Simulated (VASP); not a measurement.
# SnS (Pnma) in VASP: single point with LDA

Aim: the single point of SnS with LDA.

All numbers are computed with VASP 6.6.1; they aren't measurements. Logs are shortened: lines on timing, memory, paths and dates and some standing lists are left out, and cuts for length are marked.

## 1. The cell of the first run

It takes space group Pnma (No. 62, orthorhombic). The conventional cell has a = 10.976 Å, b = 3.954 Å, c = 4.184 Å, α = 90.00°, β = 90.00°, γ = 90.00°. Within 3.4 Å of Sn (site symmetry m) lie 6 S at 2.61 to 3.27 Å and 2 Sn at 3.38 Å. Within 3.4 Å of S (site symmetry m) lie 6 Sn at 2.61 to 3.27 Å.

## 2. Single point, LDA

INCAR reads:

```
SYSTEM = SnS
PREC     = Accurate       ! precision mode
ENCUT    = 500            ! plane-wave cutoff, eV
EDIFF    = 1E-6           ! SCF threshold, eV
ISMEAR   = 0              ! smearing method
SIGMA    = 0.02           ! smearing width, eV
LREAL    = .FALSE.        ! projectors in reciprocal space
LASPH    = .TRUE.         ! aspherical terms in the spheres
NELM     = 120            ! most SCF steps
ALGO     = Normal         ! electronic algorithm
ISIF     = 2              ! what is computed and relaxed
LWAVE    = .FALSE.        ! write WAVECAR
LCHARG   = .FALSE.        ! write CHGCAR
GGA      = CA             ! functional
NBANDS   = 50             ! bands
GGA_COMPAT= .FALSE.
```

KPOINTS reads:

```
Automatic mesh
0
G
  4 8 6
  0 0 0
```

POSCAR reads:

```
SnS
1.0
   10.9757024426      0.0000000000      0.0000000000
    0.0000000000      3.9538263732      0.0000000000
    0.0000000000      0.0000000000      4.1843299952
Sn S
4 4
Direct
    0.1178452043      0.2500000000      0.1093419836
    0.3821547957      0.7500000000      0.6093419836
    0.6178452043      0.2500000000      0.3906580164
    0.8821547957      0.7500000000      0.8906580164
    0.8539742546      0.2500000000      0.4738333874
    0.6460257454      0.7500000000      0.9738333874
    0.3539742546      0.2500000000      0.0261666126
    0.1460257454      0.7500000000      0.5261666126
```

Potentials or basis: VASP PAW LDA potentials, release 64 (Sn_d, S).

Started as:

```bash
cat potpaw_LDA.64/Sn_d/POTCAR potpaw_LDA.64/S/POTCAR > POTCAR
mpirun -np 1 vasp_std > vasp.out
```

OUTCAR:

```text
SYSTEM = SnS
   PREC = Accurate
   ENCUT = 500
   EDIFF = 1E-6
   ISMEAR = 0
   LREAL = .FALSE.
   LASPH = .TRUE.
   NELM = 120
   ISIF = 2
   GGA = CA

 ion  position               nearest neighbor table
   1  0.118  0.250  0.109-   7 2.61   8 2.65   8 2.65   8 3.16   8 3.16   5 3.27   4 3.38   4 3.38

   2  0.382  0.750  0.609-   8 2.61   7 2.65   7 2.65   7 3.16   7 3.16   6 3.27   3 3.38   3 3.38

   3  0.618  0.250  0.391-   5 2.61   6 2.65   6 2.65   6 3.16   6 3.16   7 3.27   2 3.38   2 3.38

   4  0.882  0.750  0.891-   6 2.61   5 2.65   5 2.65   5 3.16   5 3.16   8 3.27   1 3.38   1 3.38

   5  0.854  0.250  0.474-   3 2.61   4 2.65   4 2.65   4 3.16   4 3.16   1 3.27
   6  0.646  0.750  0.974-   4 2.61   3 2.65   3 2.65   3 3.16   3 3.16   2 3.27
   7  0.354  0.250  0.026-   1 2.61   2 2.65   2 2.65   2 3.16   2 3.16   3 3.27
   8  0.146  0.750  0.526-   2 2.61   1 2.65   1 2.65   1 3.16   1 3.16   4 3.27

  LATTYP: Found a simple orthorhombic cell.
 ALAT       =     3.9538263732
 B/A-ratio  =     1.0582988731
 C/A-ratio  =     2.7759697586

  Lattice vectors:

 A1 = (   0.0000000000,   3.9538263732,   0.0000000000)
 A2 = (   0.0000000000,   0.0000000000,   4.1843299952)
 A3 = (  10.9757024426,   0.0000000000,   0.0000000000)

Analysis of symmetry for initial positions (statically):
=====================================================================
 Subroutine PRICEL returns:
 Original cell was already a primitive cell.

 Routine SETGRP: Setting up the symmetry group for a
 simple orthorhombic supercell.

 Subroutine GETGRP returns: Found  8 space group operations
 (whereof  2 operations were pure point group operations)
 out of a pool of  8 trial point group operations.

The static configuration has the point symmetry S_2 .
 The point group associated with its full space group is D_2h.

Analysis of symmetry for dynamics (positions and initial velocities):
=====================================================================
 Subroutine PRICEL returns:
 Original cell was already a primitive cell.

 Routine SETGRP: Setting up the symmetry group for a
 simple orthorhombic supercell.

 Subroutine GETGRP returns: Found  8 space group operations
 (whereof  2 operations were pure point group operations)
 out of a pool of  8 trial point group operations.

The dynamic configuration has the point symmetry S_2 .
 The point group associated with its full space group is D_2h.

 Subroutine INISYM returns: Found  8 space group operations
 (whereof  2 operations are pure point group operations),
 and found     1 'primitive' translations

----------------------------------------------------------------------------------------

                                     Primitive cell

  volume of cell :     181.5833

  direct lattice vectors                    reciprocal lattice vectors
    10.975702443  0.000000000  0.000000000     0.091110342  0.000000000  0.000000000
     0.000000000  3.953826373  0.000000000     0.000000000  0.252919553  0.000000000
     0.000000000  0.000000000  4.184329995     0.000000000  0.000000000  0.238986887

  length of vectors
    10.975702443  3.953826373  4.184329995     0.091110342  0.252919553  0.238986887

  position of ions in fractional coordinates (direct lattice)
     0.117845204  0.250000000  0.109341984
     0.382154796  0.750000000  0.609341984
     0.617845204  0.250000000  0.390658016
     0.882154796  0.750000000  0.890658016
     0.853974255  0.250000000  0.473833387
     0.646025745  0.750000000  0.973833387
     0.353974255  0.250000000  0.026166613
     0.146025745  0.750000000  0.526166613

  ion indices of the primitive-cell ions
   primitive index   ion index
                 1           1
                 2           2
                 3           3
                 4           4
                 5           5
                 6           6
                 7           7
                 8           8

----------------------------------------------------------------------------------------

 KPOINTS: Automatic mesh

Automatic generation of k-mesh.
 Grid dimensions read from file:
 generate k-points for:    4    8    6

 Generating k-lattice:

  Cartesian coordinates                     Fractional coordinates (reciprocal lattice)
     0.022777585  0.000000000  0.000000000     0.250000000  0.000000000  0.000000000
     0.000000000  0.031614944  0.000000000     0.000000000  0.125000000  0.000000000
     0.000000000  0.000000000  0.039831148     0.000000000  0.000000000  0.166666667

  Length of vectors
     0.022777585  0.031614944  0.039831148

  Shift w.r.t. Gamma in fractional coordinates (k-lattice)
     0.000000000  0.000000000  0.000000000

 Subroutine IBZKPT returns following result:
 ===========================================

 Found     60 irreducible k-points:

 Following reciprocal coordinates:
            Coordinates               Weight
  0.000000  0.000000  0.000000      1.000000
  0.250000  0.000000  0.000000      2.000000
  0.500000  0.000000  0.000000      1.000000
  0.000000  0.125000  0.000000      2.000000
  0.250000  0.125000  0.000000      4.000000
  0.500000  0.125000  0.000000      2.000000
[... 16 lines left out ...]
  0.250000  0.250000  0.166667      8.000000
  0.500000  0.250000  0.166667      4.000000
 [... further k-points ...]
   k-points           NKPTS =     60   k-points in BZ     NKDIM =     60   number of bands    NBANDS=     50
   number of dos      NEDOS =    301   number of ions     NIONS =      8
   total plane-waves  NPLWV =  76800
   dimension x,y,z NGX =    80 NGY =   30 NGZ =   32
   dimension x,y,z NGXF=   160 NGYF=   60 NGZF=   64
   ions per type =               4   4
   NGX,Y,Z   is equivalent  to a cutoff of  12.12, 12.61, 12.71 a.u.
   NGXF,Y,Z  is equivalent  to a cutoff of  24.23, 25.23, 25.43 a.u.
 SYSTEM =  SnS
   PREC   = accura    normal or accurate (medium, high low for compatibility)
   ISTART =      0    job   : 0-new  1-cont  2-samecut
   ICHARG =      2    charge: 1-file 2-atom 10-const
   ISPIN  =      1    spin polarized calculation?
   LNONCOLLINEAR =      F non collinear calculations
   LSORBIT =      F    spin-orbit coupling
   LASPH  =      T    aspherical Exc in radial PAW
   ENCUT  =  500.0 eV  36.75 Ry    6.06 a.u.  20.01  7.21  7.63*2*pi/ulx,y,z
   NELM   =    120;   NELMIN=  2; NELMDL= -5     # of ELM steps
   EDIFF  = 0.1E-05   stopping-criterion for ELM
   LREAL  =      F    real-space projection
   EDIFFG = 0.1E-04   stopping-criterion for IOM
   NSW    =      0    number of steps for IOM
   IBRION =     -1    ionic relax: 0-MD 1-quasi-New 2-CG
   NFREE  =      0    steps in history (QN), initial steepest desc. (CG)
   ISIF   =      2    stress and relaxation
   ISYM   =      2    0-nonsym 1-usesym 2-fastsym
   POTIM  = 0.5000    time-step for ionic-motion
   TEBEG  =    0.0;   TEEND  =   0.0 temperature during run
   PSTRESS=    0.0 pullay stress
   NELECT =      80.0000    total number of electrons
   NUPDOWN=      -1.0000    fix difference up-down
   EMIN   =  10.00;   EMAX   =-10.00  energy-range for DOS
   EFERMI =   0.00;   METHOD = LEGACY
   ISMEAR =     0;   SIGMA  =   0.02  broadening in eV -4-tet -1-fermi 0-gaus
   EFERMI_NEDOS =   21; number of points for ismear=-14 and -15
   IALGO  =     38    algorithm
   IMIX   =      4    mixing-type and parameters
     AMIX     =   0.40;   BMIX     =  1.00
     AMIX_MAG =   1.60;   BMIX_MAG =  1.00
  volume/ion in A,a.u.               =      22.70       153.17
  Fermi-wavevector in a.u.,A,eV,Ry     =   1.245698  2.354028 21.113035  1.551764
  Thomas-Fermi vector in A             =   2.379909
   LORBIT       =      0    0 simple, 1 ext, 2 COOP (PROOUT), +10 PAW based schemes
   GGA     = CA    functional components
   LHFCALC =     F    Hartree Fock is set to
   AEXX    =    0.0000 exact exchange contribution
   IVDW    =     0    specifies the selected vdW correction
   LEPSILON=     F    determine dielectric tensor
   LRPA    =     F    only Hartree local field effects (RPA)
 non-spin polarized calculation
 Gauss-broadening in eV      SIGMA  =   0.02
  energy-cutoff  :      500.00
  volume of cell :      181.58
 maximum number of plane-waves:      4648
   NGX = 41   NGY = 15   NGZ = 15

 number of electron      79.9999981 magnetization

 Free energy of the ion-electron system (eV)
  ---------------------------------------------------
  ext. energy  EPLUGINS =         0.00000000
  ---------------------------------------------------
  free energy    TOTEN  =       -40.50328281 eV

  energy without entropy =      -40.50328281  energy(sigma->0) =      -40.50328281

 E-fermi :   6.9052     XC(G=0): -10.4681

 val. band max:        6.8112864645   @ k =   0.5000   0.0000   0.5000
 cond. band min:       7.4378191838   @ k =   0.0000   0.0000   0.0000
 fundamental gap:      0.6265327193
 Fermi energy:         6.9051916349

 k-point     1 :       0.0000    0.0000    0.0000
  band No.  band energies     occupation
      1     -14.4868      2.00000
      2     -14.4572      2.00000
      3     -14.4547      2.00000
      4     -14.4443      2.00000
      5     -14.4430      2.00000
      6     -14.4420      2.00000
[... 42 lines left out ...]
     49      11.8426      0.00000
     50      12.0395      0.00000

 k-point     2 :       0.2500    0.0000    0.0000
  band No.  band energies     occupation
      1     -14.4839      2.00000
      2     -14.4652      2.00000
      3     -14.4523      2.00000
      4     -14.4458      2.00000
      5     -14.4426      2.00000
      6     -14.4389      2.00000
[... 42 lines left out ...]
     49      12.0058      0.00000
     50      12.0250      0.00000

 k-point     3 :       0.5000    0.0000    0.0000
  band No.  band energies     occupation
      1     -14.4760      2.00000
      2     -14.4760      2.00000
      3     -14.4492      2.00000
      4     -14.4492      2.00000
      5     -14.4408      2.00000
      6     -14.4408      2.00000
[... 1102 lines left out ...]
     49      11.2426      0.00000
     50      11.6811      0.00000

 k-point    24 :       0.5000    0.2500    0.1667
  band No.  band energies     occupation
      1     -14.4635      2.00000
      2     -14.4635      2.00000
      3     -14.4531      2.00000
      4     -14.4531      2.00000
      5     -14.4423      2.00000
      6     -14.4423      2.00000
[... 42 lines left out ...]
     49      11.2493      0.00000
     50      11.2493      0.00000

 [... further k-points ...]

------------------------ aborting loop because EDIFF is reached ----------------------------------------

  FORCE on cell =-STRESS in cart. coord.  units (eV):
  Direction    XX          YY          ZZ          XY          YZ          ZX
  --------------------------------------------------------------------------------------
  -------------------------------------------------------------------------------------
  Total       -0.0248328     -0.0052918      0.0369521      0.0000000     -0.0000000      0.0000000
  in kB       -0.2191092     -0.0466912      0.3260420      0.0000000     -0.0000000      0.0000000
  external PRESSURE =       0.0200805 kB  Pullay stress =       0.0000000 kB

 VOLUME and BASIS-vectors are now :
 -----------------------------------------------------------------------------
  energy-cutoff  :      500.00
  volume of cell :      181.58
      direct lattice vectors                 reciprocal lattice vectors
    10.975702443  0.000000000  0.000000000     0.091110342  0.000000000  0.000000000
     0.000000000  3.953826373  0.000000000     0.000000000  0.252919553  0.000000000
     0.000000000  0.000000000  4.184329995     0.000000000  0.000000000  0.238986887

 POSITION                                       TOTAL-FORCE (eV/Angst)
 -----------------------------------------------------------------------------------
      1.29343      0.98846      0.45752        -0.015822     -0.000000     -0.013689
      4.19442      2.96537      2.54969         0.015822      0.000000     -0.013689
      6.78129      0.98846      1.63464        -0.015822      0.000000      0.013689
      9.68227      2.96537      3.72681         0.015822      0.000000      0.013689
      9.37297      0.98846      1.98268         0.002762     -0.000000     -0.010766
      7.09059      2.96537      4.07484        -0.002762     -0.000000     -0.010766
      3.88512      0.98846      0.10949         0.002762     -0.000000      0.010766
      1.60274      2.96537      2.20165        -0.002762     -0.000000      0.010766
 -----------------------------------------------------------------------------------
    total drift:                               -0.000000      0.000000      0.000000

  FREE ENERGIE OF THE ION-ELECTRON SYSTEM (eV)
  ---------------------------------------------------
  free  energy   TOTEN  =       -40.5032828096 eV

  energy  without entropy=      -40.5032828096  energy(sigma->0) =      -40.50328281
```

Wall time 10 min (1 thread of Intel Xeon 8259CL, shared host); peak memory 0.46 GiB.

What came out:

```
Free energy            : -40.5033 eV
Pressure               : 0.0 GPa
Largest force          : 0.021 eV/Å
Band gap on the k mesh : 0.63 eV (least direct gap 1.03 eV)
```

Forces in eV/Å, atoms in the order of the input:
```
Sn  -0.016  0.000 -0.014
Sn   0.016  0.000 -0.014
Sn  -0.016  0.000  0.014
Sn   0.016  0.000  0.014
S    0.003  0.000 -0.011
S   -0.003  0.000 -0.011
S    0.003  0.000  0.011
S   -0.003  0.000  0.011
```

Levels at points of the mesh, in eV from the valence-band top:
| k point | band 37 | band 38 | band 39 | band 40 | band 41 | band 42 | band 43 | band 44 |
| --- | --- | --- | --- | --- | --- | --- | --- | --- |
| (0.00, 0.00, 0.00) | -2.08 | -1.33 | -0.88 | -0.75 | 0.63 | 2.91 | 2.95 | 3.08 |
| (0.50, 0.00, 0.00) | -2.35 | -2.35 | -0.77 | -0.77 | 2.56 | 2.56 | 2.74 | 2.74 |
| (0.00, 0.50, 0.00) | -1.10 | -1.10 | -0.79 | -0.79 | 1.02 | 1.02 | 1.73 | 1.73 |
| (0.50, 0.50, 0.00) | -1.05 | -1.05 | -1.05 | -1.05 | 1.55 | 1.55 | 1.55 | 1.55 |
| (0.00, 0.00, 0.50) | -1.00 | -1.00 | -0.12 | -0.12 | 1.35 | 1.35 | 1.72 | 1.72 |
| (0.50, 0.00, 0.50) | -0.75 | -0.75 | 0.00 | 0.00 | 1.20 | 1.20 | 1.77 | 1.77 |
| (0.00, 0.50, 0.50) | -2.70 | -2.70 | -1.67 | -1.67 | 2.69 | 2.69 | 2.99 | 2.99 |
| (0.50, 0.50, 0.50) | -1.85 | -1.85 | -1.85 | -1.85 | 2.48 | 2.48 | 2.48 | 2.48 |

Caveat: spin-orbit coupling is left out, which moves the levels of the heavy elements. A k mesh can miss the band edges.
